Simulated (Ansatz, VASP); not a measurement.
One calculation of Au, two programs

```xyz
1
Lattice="0.0000 2.0618 2.0618 2.0618 0.0000 2.0618 2.0618 2.0618 0.0000" Properties=species:S:1:pos:R:3 pbc="T T T"
Au    0.0000    0.0000    0.0000
```

Change from the starting cell: volume scaled by 1.04.

Alike in both runs: task single point; functional RPBE; dispersion D4; k mesh 11 × 11 × 11; occupations fermi-dirac, width 0.025 eV; collinear spin.

|  | VASP | Ansatz |
| --- | --- | --- |
| version | VASP 6.6.1 | Ansatz 0.2.0 |
| potentials or method | VASP PAW PBE potentials, release 64 (Au), cutoff 500 eV | all-electron LAPW, Dirac moment of small components |

Ansatz gave:

| Item | Value |
| --- | --- |
| gap on the k mesh at the Fermi level (eV) | none |
| pressure (GPa) | -3.1 |
| net moment per atom (μB) | 0.00 |

Task: What did VASP give for the same quantities?

Result: gap on the k mesh at the Fermi level (eV): none; pressure (GPa): -3.3; net moment per atom (μB): 0.00.

VASP's potentials were made for PBE, not for RPBE. A gap of «none» marks a metal or a gap that the smearing closes. Ansatz ran all-electron here, and VASP with PAW potentials.

Spin-orbit coupling is off throughout.
